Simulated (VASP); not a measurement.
Crystal: ZnO (zincite).

```
Zn O
1.0
     3.27083    0.00000    0.00000
    -1.63541    2.83262    0.00000
     0.00000    0.00000    5.24018
Zn O
2 2
Direct
  0.66667 0.33333 0.00000
  0.33333 0.66667 0.50000
  0.33333 0.66667 0.87901
  0.66667 0.33333 0.37901
```

Base run:

```yaml
Program: VASP 6.6.1
Functional: RPBE
Dispersion: D3(BJ)
Potentials_or_basis: VASP PAW PBE potentials, release 64 (Zn, O)
Cutoff: 520 eV
k_mesh: 9 × 9 × 5
Occupations: fermi-dirac, width 0.05 eV
Spin: no spin polarisation
```

Its results: band gap on the k mesh 0.85 eV, direct; pressure -6.9 GPa; largest force 0.086 eV/Å.

Task: The run is repeated on the same cell with these changes: functional from RPBE to BLYP. What comes out?

Result: Band gap on the k mesh 0.93 eV, direct; pressure 1.0 GPa; largest force 0.060 eV/Å.

Caveats: the PAW data sets were made with another functional, which shifts forces and pressure a little.

